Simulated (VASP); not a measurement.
# ZnS: single point with PBEsol

ZnS:

```xyz
4
Lattice="3.8110 0.0000 0.0000 -1.9055 3.3004 0.0000 0.0000 0.0000 6.1093" Properties=species:S:1:pos:R:3 pbc="T T T"
Zn    0.0000    2.2003    0.0000
Zn    1.9055    1.1001    3.0547
S     0.0000    2.2003    2.3521
S     1.9055    1.1001    5.4067
```

This cell differs from its parent crystal: zz strain of -2 %.

```
Program             : VASP 6.6.1
Task                : single point
Functional          : PBEsol
Potentials or basis : VASP PAW PBE potentials, release 64 (Zn, S)
Cutoff              : 520 eV
k mesh              : 8 × 8 × 5
Occupations         : fermi-dirac, width 0.03 eV
Spin                : no spin polarisation
```

```yaml
Pressure: 0.3 GPa
Largest_force: 0.216 eV/Å
Band_gap_on_the_k_mesh: 2.18 eV, direct
```

Forces on the atoms (eV/Å):
```
Zn   0.000  0.000  0.216
Zn   0.000  0.000  0.216
S    0.000  0.000 -0.216
S    0.000  0.000 -0.216
```

Stress tensor (GPa, compression positive):
```
0.10 0.00 0.00
0.00 0.10 0.00
0.00 0.00 0.75
```

Levels at points of the mesh, in eV from the valence-band top:
```tsv
k point	band 14	band 15	band 16	band 17	band 18	band 19	band 20	band 21	band 22	band 23
(0.00, 0.00, 0.00)	-1.02	-1.02	-0.07	-0.07	0.00	2.18	2.73	6.06	6.06	6.69
(0.50, 0.00, 0.00)	-4.32	-3.37	-2.46	-1.71	-1.04	3.34	4.22	5.09	6.93	7.57
```

Wall time 54 s on 1 thread of Intel Xeon 6975P-C (shared host), peak memory 0.21 GiB.

Caveat: the cell differs from its parent crystal (zz strain of -2 %); the PAW data sets were made with another functional, which shifts forces and pressure a little.
